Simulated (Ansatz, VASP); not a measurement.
## One calculation of Sn, two programs

```
CELL_PARAMETERS angstrom
0.00000 3.17991 3.17991
3.17991 0.00000 3.17991
3.17991 3.17991 0.00000
ATOMIC_POSITIONS crystal
Sn 0.50000 0.50000 0.50000
Sn 0.75000 0.75000 0.75000
```

Change from the starting cell: volume scaled by 0.9405.

Alike in both runs: task single point; functional LDA; k mesh 9 × 9 × 9; occupations fermi-dirac, width 0.03 eV; no spin polarisation.

|  | VASP | Ansatz |
| --- | --- | --- |
| version | VASP 6.6.1 | Ansatz 0.2.0 |
| potentials or method | VASP PAW LDA potentials, release 64 (Sn_d), cutoff 520 eV | all-electron LAPW, scalar-relativistic |

|  | VASP | Ansatz | Ansatz less VASP |
| --- | --- | --- | --- |
| pressure (GPa) | 2.7 | 2.7 | -0.04 |

LDA's correlation is that of Perdew and Zunger in VASP and of Perdew and Wang (1992) in Ansatz. Ansatz ran all-electron here, and VASP with PAW potentials.
